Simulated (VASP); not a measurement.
# SnO in VASP: further runs

SnO is run at these levels: PBE; tasks: single point.

Everything below comes from runs of VASP 6.6.1. Logs are shortened: lines on timing, memory, paths and dates and some standing lists are left out, and cuts for length are marked.

### 1 The cell of the first run

The typed cell holds 8 atoms: a = 3.870 Å, b = 3.861 Å, c = 10.258 Å, α = 90.11°, β = 89.98°, γ = 90.00°.

### 2 Single point, PBE

Contents of INCAR:

```
SYSTEM = SnO
ALGO = Normal
EDIFF = 1E-6
ENCUT = 520
GGA = PE
ISIF = 2
ISMEAR = 0
LASPH = .True.
LCHARG = .False.
LREAL = .False.
LWAVE = .False.
NBANDS = 50
NELM = 60
PREC = Accurate
SIGMA = 0.1
```

Contents of KPOINTS:

```
k-points
0
Gamma
  4 4 2
  0 0 0
```

Contents of POSCAR:

```
SnO
1.0
    3.8700317243     -0.0000610248      0.0007061719
   -0.0000936198      3.8612627456     -0.0040918788
    0.0014632719     -0.0096312848     10.2575831684
Sn O
4 4
Direct
   -0.0007359531      0.5027228751      0.1135522283
    0.0004630936      0.4984020913      0.6129481246
    0.5006786618     -0.0027233082      0.3864848885
    0.4995142613      0.0015807492      0.8870729308
    0.0005766852     -0.0022598450      0.4994759647
   -0.0006054905      0.0020519060      0.0000833200
    0.5006302092      0.4979541661      0.4998717313
    0.4994785324      0.5022713656      0.0005108117
```

Potentials or basis: VASP PAW PBE potentials, release 64 (Sn_d, O).

Launch:

```console
$ cat potpaw_PBE.64/Sn_d/POTCAR potpaw_PBE.64/O/POTCAR > POTCAR
$ mpirun -np 1 vasp_std > vasp.out
```

OUTCAR:

```text
SYSTEM = SnO
   EDIFF = 1E-6
   ENCUT = 520
   GGA = PE
   ISIF = 2
   ISMEAR = 0
   LASPH = .True.
   LREAL = .False.
   NELM = 60
   PREC = Accurate

 ion  position               nearest neighbor table
   1  0.999  0.503  0.114-   6 2.25   6 2.25   8 2.26   8 2.26   4 3.59   4 3.59   4 3.59   4 3.59

   2  0.000  0.498  0.613-   5 2.25   5 2.25   7 2.26   7 2.26   3 3.59   3 3.59   3 3.59   3 3.59

   3  0.501  0.997  0.386-   7 2.25   7 2.25   5 2.26   5 2.26   2 3.59   2 3.59   2 3.59   2 3.59

   4  0.500  0.002  0.887-   8 2.25   8 2.25   6 2.26   6 2.26   1 3.59   1 3.59   1 3.59   1 3.59

   5  0.001  0.998  0.499-   2 2.25   2 2.25   3 2.26   3 2.26
   6  0.999  0.002  0.000-   1 2.25   1 2.25   4 2.26   4 2.26
   7  0.501  0.498  0.500-   3 2.25   3 2.25   2 2.26   2 2.26
   8  0.499  0.502  0.001-   4 2.25   4 2.25   1 2.26   1 2.26

  LATTYP: Found a triclinic cell.
 ALAT       =    10.2575877944
 B/A-ratio  =     0.3764301113
 C/A-ratio  =     0.3772847834
 COS(alpha) =     0.0000402078
 COS(beta)  =     0.0003251392
 COS(gamma) =     0.0019986699

  Lattice vectors:

 A1 = (   0.0014632719,  -0.0096312848,  10.2575831684)
 A2 = (   0.0000936198,  -3.8612627456,   0.0040918788)
 A3 = (   3.8700317243,  -0.0000610248,   0.0007061719)

Analysis of symmetry for initial positions (statically):
=====================================================================
 Subroutine PRICEL returns:
 Original cell was already a primitive cell.

 Routine SETGRP: Setting up the symmetry group for a
 triclinic supercell.

 Subroutine GETGRP returns: Found  1 space group operations
 (whereof  1 operations were pure point group operations)
 out of a pool of  2 trial point group operations.

The static configuration has the point symmetry C_1 .

Analysis of symmetry for dynamics (positions and initial velocities):
=====================================================================
 Subroutine PRICEL returns:
 Original cell was already a primitive cell.

 Routine SETGRP: Setting up the symmetry group for a
 triclinic supercell.

 Subroutine GETGRP returns: Found  1 space group operations
 (whereof  1 operations were pure point group operations)
 out of a pool of  2 trial point group operations.

The dynamic configuration has the point symmetry C_1 .

 Subroutine INISYM returns: Found  1 space group operations
 (whereof  1 operations are pure point group operations),
 and found     1 'primitive' translations

----------------------------------------------------------------------------------------

                                     Primitive cell

  volume of cell :     153.2811

  direct lattice vectors                    reciprocal lattice vectors
     3.870031724 -0.000061025  0.000706172     0.258395821  0.000006226 -0.000036855
    -0.000093620  3.861262746 -0.004091879     0.000004039  0.258982893  0.000243170
     0.001463272 -0.009631285 10.257583168    -0.000017787  0.000103311  0.097488951

  length of vectors
     3.870031789  3.861264915 10.257587794     0.258395824  0.258983007  0.097489007

  position of ions in fractional coordinates (direct lattice)
     0.999264047  0.502722875  0.113552228
     0.000463094  0.498402091  0.612948125
     0.500678662  0.997276692  0.386484889
     0.499514261  0.001580749  0.887072931
     0.000576685  0.997740155  0.499475965
     0.999394510  0.002051906  0.000083320
     0.500630209  0.497954166  0.499871731
     0.499478532  0.502271366  0.000510812

  ion indices of the primitive-cell ions
   primitive index   ion index
                 1           1
                 2           2
                 3           3
                 4           4
                 5           5
                 6           6
                 7           7
                 8           8

----------------------------------------------------------------------------------------

 KPOINTS: k-points

Automatic generation of k-mesh.
 Grid dimensions read from file:
 generate k-points for:    4    4    2

 Generating k-lattice:

  Cartesian coordinates                     Fractional coordinates (reciprocal lattice)
     0.064598955  0.000001556 -0.000009214     0.250000000 -0.000000000  0.000000000
     0.000001010  0.064745723  0.000060792    -0.000000000  0.250000000 -0.000000000
    -0.000008894  0.000051656  0.048744475     0.000000000  0.000000000  0.500000000

  Length of vectors
     0.064598956  0.064745752  0.048744504

  Shift w.r.t. Gamma in fractional coordinates (k-lattice)
     0.000000000  0.000000000  0.000000000

 Subroutine IBZKPT returns following result:
 ===========================================

 Found     20 irreducible k-points:

 Following reciprocal coordinates:
            Coordinates               Weight
  0.000000  0.000000  0.000000      1.000000
  0.250000 -0.000000  0.000000      2.000000
  0.500000 -0.000000  0.000000      1.000000
  0.000000  0.250000 -0.000000      2.000000
  0.250000  0.250000 -0.000000      2.000000
  0.500000  0.250000 -0.000000      2.000000
[... 12 lines left out ...]
  0.250000  0.500000  0.500000      2.000000
  0.500000  0.500000  0.500000      1.000000
   k-points           NKPTS =     20   k-points in BZ     NKDIM =     20   number of bands    NBANDS=     50
   number of dos      NEDOS =    301   number of ions     NIONS =      8
   total plane-waves  NPLWV =  72000
   dimension x,y,z NGX =    30 NGY =   30 NGZ =   80
   dimension x,y,z NGXF=    60 NGYF=   60 NGZF=  160
   ions per type =               4   4
   NGX,Y,Z   is equivalent  to a cutoff of  12.89, 12.92, 12.97 a.u.
   NGXF,Y,Z  is equivalent  to a cutoff of  25.77, 25.83, 25.93 a.u.
 SYSTEM =  SnO
   PREC   = accura    normal or accurate (medium, high low for compatibility)
   ISTART =      0    job   : 0-new  1-cont  2-samecut
   ICHARG =      2    charge: 1-file 2-atom 10-const
   ISPIN  =      1    spin polarized calculation?
   LNONCOLLINEAR =      F non collinear calculations
   LSORBIT =      F    spin-orbit coupling
   LASPH  =      T    aspherical Exc in radial PAW
   ENCUT  =  520.0 eV  38.22 Ry    6.18 a.u.   7.20  7.18 19.07*2*pi/ulx,y,z
   NELM   =     60;   NELMIN=  2; NELMDL= -5     # of ELM steps
   EDIFF  = 0.1E-05   stopping-criterion for ELM
   LREAL  =      F    real-space projection
   EDIFFG = 0.1E-04   stopping-criterion for IOM
   NSW    =      0    number of steps for IOM
   IBRION =     -1    ionic relax: 0-MD 1-quasi-New 2-CG
   NFREE  =      0    steps in history (QN), initial steepest desc. (CG)
   ISIF   =      2    stress and relaxation
   ISYM   =      2    0-nonsym 1-usesym 2-fastsym
   POTIM  = 0.5000    time-step for ionic-motion
   TEBEG  =    0.0;   TEEND  =   0.0 temperature during run
   PSTRESS=    0.0 pullay stress
   NELECT =      80.0000    total number of electrons
   NUPDOWN=      -1.0000    fix difference up-down
   EMIN   =  10.00;   EMAX   =-10.00  energy-range for DOS
   EFERMI =   0.00;   METHOD = LEGACY
   ISMEAR =     0;   SIGMA  =   0.10  broadening in eV -4-tet -1-fermi 0-gaus
   EFERMI_NEDOS =   21; number of points for ismear=-14 and -15
   IALGO  =     38    algorithm
   IMIX   =      4    mixing-type and parameters
     AMIX     =   0.40;   BMIX     =  1.00
     AMIX_MAG =   1.60;   BMIX_MAG =  1.00
  volume/ion in A,a.u.               =      19.16       129.30
  Fermi-wavevector in a.u.,A,eV,Ry     =   1.318081  2.490811 23.637901  1.737337
  Thomas-Fermi vector in A             =   2.448076
   LORBIT       =      0    0 simple, 1 ext, 2 COOP (PROOUT), +10 PAW based schemes
   GGA     = PE    functional components
   LHFCALC =     F    Hartree Fock is set to
   AEXX    =    0.0000 exact exchange contribution
   IVDW    =     0    specifies the selected vdW correction
   LEPSILON=     F    determine dielectric tensor
   LRPA    =     F    only Hartree local field effects (RPA)
 non-spin polarized calculation
 Gauss-broadening in eV      SIGMA  =   0.10
  energy-cutoff  :      520.00
  volume of cell :      153.28
 maximum number of plane-waves:      4152
 NGX is ok and might be reduce to    30

 number of electron      80.0000004 magnetization

 Free energy of the ion-electron system (eV)
  ---------------------------------------------------
  ext. energy  EPLUGINS =         0.00000000
  ---------------------------------------------------
  free energy    TOTEN  =       -45.43777808 eV

  energy without entropy =      -45.43777666  energy(sigma->0) =      -45.43777737

 E-fermi :   6.3007     XC(G=0):  -9.7559

 val. band max:        6.0207135576   @ k =   0.0000   0.0000   0.0000
 cond. band min:       6.5920616031   @ k =   0.5000   0.5000  -0.0000
 fundamental gap:      0.5713480455
 Fermi energy:         6.3006685885

 k-point     1 :       0.0000    0.0000    0.0000
  band No.  band energies     occupation
      1     -15.7080      2.00000
      2     -15.7001      2.00000
      3     -15.3550      2.00000
      4     -15.3470      2.00000
      5     -15.3386      2.00000
      6     -15.3385      2.00000
[... 42 lines left out ...]
     49      11.4729      0.00000
     50      11.4952      0.00000

 k-point     2 :       0.2500   -0.0000    0.0000
  band No.  band energies     occupation
      1     -15.6778      2.00000
      2     -15.6748      2.00000
      3     -15.4242      2.00000
      4     -15.4096      2.00000
      5     -15.3333      2.00000
      6     -15.3325      2.00000
[... 42 lines left out ...]
     49      11.7143      0.00000
     50      11.8216      0.00000

 k-point     3 :       0.5000   -0.0000    0.0000
  band No.  band energies     occupation
      1     -15.5938      2.00000
      2     -15.5937      2.00000
      3     -15.5863      2.00000
      4     -15.5862      2.00000
      5     -15.3405      2.00000
      6     -15.3402      2.00000
[... 890 lines left out ...]
     49      12.5210      0.00000
     50      12.5320      0.00000

 k-point    20 :       0.5000    0.5000    0.5000
  band No.  band energies     occupation
      1     -15.6364      2.00000
      2     -15.6363      2.00000
      3     -15.6361      2.00000
      4     -15.6360      2.00000
      5     -15.3252      2.00000
      6     -15.3245      2.00000
[... 42 lines left out ...]
     49      11.3811      0.00000
     50      11.3954      0.00000

------------------------ aborting loop because EDIFF is reached ----------------------------------------

  FORCE on cell =-STRESS in cart. coord.  units (eV):
  Direction    XX          YY          ZZ          XY          YZ          ZX
  --------------------------------------------------------------------------------------
  -------------------------------------------------------------------------------------
  Total        0.2117638      0.2286331      0.0777136      0.0026056      0.0274798     -0.0017403
  in kB        2.2134712      2.3897982      0.8123053      0.0272353      0.2872341     -0.0181908
  external PRESSURE =       1.8051916 kB  Pullay stress =       0.0000000 kB

 VOLUME and BASIS-vectors are now :
 -----------------------------------------------------------------------------
  energy-cutoff  :      520.00
  volume of cell :      153.28
      direct lattice vectors                 reciprocal lattice vectors
     3.870031724 -0.000061025  0.000706172     0.258395821  0.000006226 -0.000036855
    -0.000093620  3.861262746 -0.004091879     0.000004039  0.258982893  0.000243170
     0.001463272 -0.009631285 10.257583168    -0.000017787  0.000103311  0.097488951

 POSITION                                       TOTAL-FORCE (eV/Angst)
 -----------------------------------------------------------------------------------
      3.86730      1.93999      1.16342         0.001996     -0.002935      0.067036
      0.00264      1.91856      6.28533         0.000312      0.001683      0.067154
      1.93811      3.84699      3.96067        -0.000646      0.002978     -0.072802
      1.93443     -0.00247      9.09957         0.000234     -0.001294     -0.070115
      0.00287      3.84773      5.11933        -0.000393      0.004695      0.003649
      3.86769      0.00786      0.00155         0.001727     -0.001040     -0.000320
      1.93814      1.91789      5.12579        -0.001997      0.000977      0.005702
      1.93295      1.93937      0.00354        -0.001233     -0.005063     -0.000303
 -----------------------------------------------------------------------------------
    total drift:                               -0.000020     -0.000022      0.000052

  FREE ENERGIE OF THE ION-ELECTRON SYSTEM (eV)
  ---------------------------------------------------
  free  energy   TOTEN  =       -45.4377780766 eV

  energy  without entropy=      -45.4377766592  energy(sigma->0) =      -45.43777737
```

Wall time 5.1 min (1 thread of Intel Xeon 8259CL, shared host); peak memory 0.32 GiB.

Results:

| Item | Value |
| --- | --- |
| Free energy | -45.4378 eV |
| Pressure | 0.2 GPa |
| Largest force | 0.073 eV/Å |
| Band gap on the k mesh | 0.57 eV |

Forces on the atoms (eV/Å):
```
Sn   0.002 -0.003  0.067
Sn   0.000  0.002  0.067
Sn  -0.001  0.003 -0.073
Sn   0.000 -0.001 -0.070
O    0.000  0.005  0.004
O    0.002 -0.001  0.000
O   -0.002  0.001  0.006
O   -0.001 -0.005  0.000
```

Caveat: spin-orbit coupling is left out, which moves the levels of the heavy elements.

### 3 Single point, PBE

This run uses another cell than the first one: it holds 4 atoms, not 8.

Contents of INCAR:

```
PREC     = Accurate       # precision mode
ENCUT    = 520            # plane-wave cutoff, eV
EDIFF    = 1E-6           # SCF threshold, eV
ISMEAR   = 0              # smearing method
SIGMA    = 0.02           # smearing width, eV
LREAL    = False          # projectors in reciprocal space
LASPH    = True           # aspherical terms in the spheres
NELM     = 60             # most SCF steps
ALGO     = Normal         # electronic algorithm
ISIF     = 2              # what is computed and relaxed
LWAVE    = False          # write WAVECAR
LCHARG   = False          # write CHGCAR
GGA      = PE             # functional
NBANDS   = 28             # bands
```

Contents of KPOINTS:

```
regular mesh
0
Gamma
  10 10 8
```

Contents of POSCAR:

```
SnO
1.0
    3.8677643025      0.0000000000      0.0000000000
    0.0000000000      3.8677643025      0.0000000000
    0.0000000000      0.0000000000      5.0699830525
Sn O
2 2
Direct
    0.0000000000      0.5000000000      0.2287087015
    0.5000000000      0.0000000000      0.7712912985
    0.0000000000      0.0000000000      0.0000000000
    0.5000000000      0.5000000000      0.0000000000
```

Potentials or basis: VASP PAW PBE potentials, release 64 (Sn_d, O).

Launch:

```console
$ cat potpaw_PBE.64/Sn_d/POTCAR potpaw_PBE.64/O/POTCAR > POTCAR
$ mpirun -np 1 vasp_std > vasp.out
```

Run time: 4.7 min. Hardware: 1 thread of Intel Xeon 8259CL, shared host; peak memory 0.31 GiB.

The run converged. Its results:

```yaml
Free_energy: -22.7260 eV
Pressure: 0.2 GPa
Largest_force: 0.072 eV/Å
Band_gap_on_the_k_mesh: 0.51 eV (least direct gap 1.91 eV)
```

Forces in eV/Å, atoms in the order of the input:
```
Sn   0.000  0.000  0.072
Sn   0.000  0.000 -0.072
O    0.000  0.000  0.000
O    0.000  0.000  0.000
```

Levels at points of the mesh, in eV from the valence-band top:
```tsv
k point	band 18	band 19	band 20	band 21	band 22	band 23
(0.00, 0.00, 0.00)	-2.88	-2.88	0.00	1.91	4.06	4.92
(0.50, 0.00, 0.00)	-4.47	-2.33	-2.33	3.04	3.04	5.68
(0.50, 0.50, 0.00)	-2.24	-1.74	-1.74	0.51	0.51	4.56
(0.00, 0.00, 0.50)	-2.89	-2.89	-1.94	1.72	3.31	3.31
(0.50, 0.00, 0.50)	-4.44	-1.53	-1.53	2.47	2.47	5.56
(0.50, 0.50, 0.50)	-2.35	-2.24	-2.24	2.61	2.61	3.74
```

Caveat: spin-orbit coupling is left out, which moves the levels of the heavy elements. A hybrid or GW would open this gap; PBE tends to underestimate it.

(Part 1 of 2 ends here.)
